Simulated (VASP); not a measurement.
The system is Si.

```
Si
1.0
     4.47136    0.00000    0.00000
    -2.23568    3.87231    0.00000
     0.00000    0.00000    2.77224
Si
3
Direct
  0.00000 0.00000 0.00000
  0.33333 0.66667 0.50000
  0.66667 0.33333 0.50000
```

This isn't the form of Si at room conditions, which is diamond.

| Item | Value |
| --- | --- |
| Program | VASP 6.6.1 |
| Task | relaxation of cell and atoms |
| Functional | PBE |
| Potentials or basis | VASP PAW PBE potentials, release 64 (Si) |
| Cutoff | 600 eV |
| k mesh | 9 × 9 × 12 |
| Occupations | fermi-dirac, width 0.1 eV |
| Spin | no spin polarisation |

At the start: pressure -6.0 GPa; volume 16.00 Å³/atom.

Problem. Where does the relaxation end?

Solution. Over 8 steps the energy falls by 42.9 meV/atom and the volume is 14.79 Å³/atom (-7.6 %); space group P6/mmm (No. 191, to 0.1 Å) before and after.

Step by step:
```tsv
step	energy change (eV)	largest force (eV/Å)	pressure (GPa)	volume (Å³)
1	0.0000	0.0000	-6.01	48.00
2	-0.1069	0.0000	0.85	43.94
3	-0.1071	0.0000	1.20	43.78
4	-0.1267	0.0000	1.06	43.86
5	-0.1270	0.0000	1.06	43.87
6	-0.1270	0.0000	1.06	43.87
7	-0.1284	0.0000	-0.31	44.51
8	-0.1286	0.0000	0.00	44.36
```

Final structure:
```cif
data_structure
_symmetry_space_group_name_H-M 'P 1'
_symmetry_Int_Tables_number 1
_cell_length_a 4.4491
_cell_length_b 4.4491
_cell_length_c 2.5875
_cell_angle_alpha 90.000
_cell_angle_beta 90.000
_cell_angle_gamma 120.000
_cell_volume 44.36
loop_
_atom_site_label
_atom_site_type_symbol
_atom_site_fract_x
_atom_site_fract_y
_atom_site_fract_z
_atom_site_occupancy
Si1 Si 0.00000 0.00000 0.00000 1
Si2 Si 0.33333 0.66667 0.50000 1
Si3 Si 0.66667 0.33333 0.50000 1
```
